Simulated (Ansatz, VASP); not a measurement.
**Two plane-wave programs on Ge**

Contents of INCAR:

```
SYSTEM = Ge
ALGO = Normal ; DIPOL = 0.5 0.5 0.500
EDIFF = 1E-6 ; ENCUT = 520
GGA = PE ; IDIPOL = 3
ISIF = 2 ; ISMEAR = 0
LASPH = .TRUE. ; LCHARG = .FALSE.
LDIPOL = .TRUE. ; LREAL = .FALSE.
LWAVE = .FALSE. ; NBANDS = 21
NELM = 100 ; PREC = Accurate
SIGMA = 0.1
```

KPOINTS

```
k-points
0
G
  12 12 1
  0 0 0
```

File POSCAR:

```
Ge
1.0
    4.1160000000      0.0000000000      0.0000000000
   -2.0580000000      3.5645605620      0.0000000000
    0.0000000000      0.0000000000     28.0000000000
Ge
2
Direct
    0.3333333333      0.6666666667      0.5103928571
    0.6666666667      0.3333333333      0.4896071429
```

Input for Ansatz:

```yaml
crystal:
  lattice:
    - [4.116, 0.0, 0.0]
    - [-2.058, 3.564560562, 0.0]
    - [0.0, 0.0, 28.0]
  atoms:
    - { symbol: Ge, position: [0.3333333333, 0.6666666667, 0.5103928571] }
    - { symbol: Ge, position: [0.6666666667, 0.3333333333, 0.4896071429] }
  periodic: [true, true, false]
basis:
  ecutwfc: 420
kpoints:
  mp_grid: { grid: [12, 12, 1] }
hamiltonian:
  xc: pbe
  pseudopotentials: { kind: paw, azcp: { folder: soft_1 } }
scf:
  occupations: { method: gaussian, width: 0.1 }
output:
  forces: true
  stress: true
  eigenvalues: true
```

Alike in both runs: task single point; functional PBE; k mesh 12 × 12 × 1; occupations gaussian, width 0.1 eV; no spin polarisation.

|  | VASP | Ansatz |
| --- | --- | --- |
| version | VASP 6.6.1 | Ansatz 0.2.0 |
| potentials or method | VASP PAW PBE potentials, release 64 (Ge_d), cutoff 520 eV | scalar-relativistic, plane waves, PAW |
| valence electrons in the cell | 28 | 28 |

VASP gave:

- gap on the k mesh at the Fermi level (eV): none
- rms of the force components (eV/Å): 0.120

**Question.** Estimate Ansatz's values.

**Answer.** gap on the k mesh at the Fermi level (eV): none; rms of the force components (eV/Å): 0.118.

Atom by atom the forces differ by 0.002 eV/Å (rms over components). A gap of «none» marks a metal or a gap that the smearing closes. With one functional, cell and mesh, what is left measures potentials, basis and numerics.
